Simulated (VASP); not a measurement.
## Te: single point with PBE

Crystal: Te.

```
Te
1.0
     4.47281    0.00000    0.00000
    -2.23641    3.87357    0.00000
     0.00000    0.00000    5.94468
Te
3
Direct
  0.74500 0.00000 0.33333
  0.00000 0.74500 0.66667
  0.25500 0.25500 0.00000
```

| Item | Value |
| --- | --- |
| Program | VASP 6.6.1 |
| Task | single point |
| Functional | PBE |
| Potentials or basis | VASP PAW PBE potentials, release 64 (Te) |
| Cutoff | 520 eV |
| k mesh | 9 × 9 × 6 |
| Occupations | fermi-dirac, width 0.08 eV |
| Spin | no spin polarisation |

- Pressure: 2.6 GPa
- Largest force: 0.563 eV/Å
- Band gap on the k mesh: 0.14 eV

Forces on the atoms (eV/Å):
```
Te  -0.563  0.000  0.000
Te   0.281 -0.487  0.000
Te   0.281  0.487  0.000
```

Stress tensor (GPa, compression positive):
```
2.34 0.00 0.00
0.00 2.34 0.00
0.00 0.00 3.21
```

Levels at points of the mesh, in eV from the valence-band top:
```
           k point  band 5  band 6  band 7  band 8  band 9  band 10  band 11  band 12  band 13  band 14
(0.00, 0.00, 0.00)   -2.83   -2.83   -1.60   -1.60   -0.59     1.10     1.10     1.79     4.94     4.94
(0.00, 0.00, 0.50)   -2.62   -2.62   -1.33   -1.07   -1.07     0.65     0.80     0.80     4.09     5.45
```

It took 40 s on 1 thread of Intel(R) Xeon(R) 6975P-C (Granite Rapids), with other jobs on the host, peak memory 0.27 GiB.

Caveat: spin-orbit coupling is left out, which moves the levels of the heavy elements. A k mesh can miss the band edges.
